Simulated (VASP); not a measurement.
## Te: single point with LDA

Crystal: Te.

```xyz
2
Lattice="0.0000 3.4042 3.4042 3.4042 0.0000 3.4042 3.4042 3.4042 0.0000" Properties=species:S:1:pos:R:3 pbc="T T T"
Te    0.8510    0.8510    0.8510
Te    5.9573    5.9573    5.9573
```

This isn't the form of Te at room conditions, which is trigonal, of chains.

* Program: VASP 6.6.1
* Task: single point
* Functional: LDA
* Potentials or basis: VASP PAW LDA potentials, release 64 (Te)
* Cutoff: 520 eV
* k mesh: 9 × 9 × 9
* Occupations: fermi-dirac, width 0.1 eV
* Spin: no spin polarisation
* Dipole correction: no
* Further INCAR settings: ALGO = Normal; EDIFF = 1e-06; NBANDS = 13

```yaml
Pressure: 3.4 GPa
Band_gap_on_the_k_mesh: zero (bands 6 and 7 overlap by 1.08 eV)
```

Levels at points of the mesh, in eV from the Fermi level:
```tsv
k point	band 2	band 3	band 4	band 5	band 6	band 7	band 8	band 9	band 10	band 11
(0.00, 0.00, 0.00)	-8.30	-3.43	-3.43	-3.43	-0.88	-0.88	-0.88	3.33	5.80	5.80
```

Run time: 36 s on 1 thread of Intel Xeon 8259CL, with other jobs on the host, peak memory 0.18 GiB.

Caveat: the cell stands under pressure; spin-orbit coupling is left out, which moves the levels of the heavy elements.
